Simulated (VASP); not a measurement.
BaS:

```xyz
2
Lattice="0.0000 3.2148 3.2148 3.2148 0.0000 3.2148 3.2148 3.2148 0.0000" Properties=species:S:1:pos:R:3 pbc="T T T"
Ba    0.0000    0.0000    0.0000
S     3.2148    3.2148    3.2148
```

* Program: VASP 6.6.1
* Task: relaxation of cell and atoms
* Functional: LDA
* Potentials or basis: VASP PAW LDA potentials, release 64 (Ba_sv, S)
* Cutoff: 600 eV
* k mesh: 6 × 6 × 6
* Occupations: fermi-dirac, width 0.02 eV
* Spin: no spin polarisation

At the start: pressure -2.6 GPa; volume 33.22 Å³/atom.

Task: How do energy, volume and symmetry change on relaxing?

Result: Over 3 steps the energy falls by 16.5 meV/atom and the volume is 31.31 Å³/atom (-5.8 %); space group Fm-3m (No. 225, to 0.05 Å).

The path:
```csv
step,energy change (eV),largest force (eV/Å),pressure (GPa),volume (Å³)
1,0.0000,0.0000,-2.61,66.45
2,-0.0290,0.0000,1.05,61.38
3,-0.0330,0.0000,0.00,62.61
```

Final structure:
```
CELL_PARAMETERS angstrom
0.00000 3.15172 3.15172
3.15172 0.00000 3.15172
3.15172 3.15172 0.00000
ATOMIC_POSITIONS crystal
Ba 0.00000 0.00000 0.00000
S 0.50000 0.50000 0.50000
```
